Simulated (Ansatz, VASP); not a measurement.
## Two plane-wave programs on SrCl2

Contents of INCAR:

```
PREC = Accurate
ENCUT = 520
EDIFF = 1E-6
ISMEAR = 0
SIGMA = 0.05
LREAL = False
LASPH = True
NELM = 60
ALGO = Normal
ISIF = 2
LWAVE = False
LCHARG = False
GGA = CA
NBANDS = 19
```

File KPOINTS:

```
Automatic mesh
0
Gamma
  8 8 8
```

Contents of POSCAR:

```
SrCl2
1.0
    0.0000000000      3.5206059550      3.5206059550
    3.5206059550      0.0000000000      3.5206059550
    3.5206059550      3.5206059550      0.0000000000
Sr Cl
1 2
Direct
    0.0000000000      0.0000000000      0.0000000000
    0.2500000000      0.2500000000      0.2500000000
    0.7500000000      0.7500000000      0.7500000000
```

Input for Ansatz:

```yaml
crystal:
  lattice:
    - [0.0, 3.520605955, 3.520605955]
    - [3.520605955, 0.0, 3.520605955]
    - [3.520605955, 3.520605955, 0.0]
  atoms:
    - { symbol: Sr, position: [0.0, 0.0, 0.0] }
    - { symbol: Cl, position: [0.25, 0.25, 0.25] }
    - { symbol: Cl, position: [0.75, 0.75, 0.75] }
basis:
  ecutwfc: 420
  ecutrho_ratio: 4
kpoints:
  mp_grid: { grid: [8, 8, 8] }
hamiltonian:
  xc: lda
scf:
  occupations: { method: gaussian, width: 0.05 }
output:
  forces: true
  stress: true
  eigenvalues: true
  populations: true
```

Alike in both runs: task single point; functional LDA; k mesh 8 × 8 × 8; occupations gaussian, width 0.05 eV; no spin polarisation.

|  | VASP | Ansatz |
| --- | --- | --- |
| version | VASP 6.6.1 | Ansatz 0.2.0 |
| potentials or method | VASP PAW LDA potentials, release 64 (Sr_sv, Cl), cutoff 520 eV | scalar-relativistic, plane waves, PAW |
| valence electrons in the cell | 24 | 24 |

Ansatz gave:

| Item | Value |
| --- | --- |
| gap on the k mesh at the Fermi level (eV) | 4.78 |
| least direct gap on the mesh (eV) | 5.11 |
| pressure (GPa) | -3.6 |

Q: What did VASP give for the same quantities?

A: gap on the k mesh at the Fermi level (eV): 4.78; least direct gap on the mesh (eV): 5.12; pressure (GPa): -3.5.

LDA's correlation is that of Perdew and Zunger in VASP and of Perdew and Wang (1992) in Ansatz.
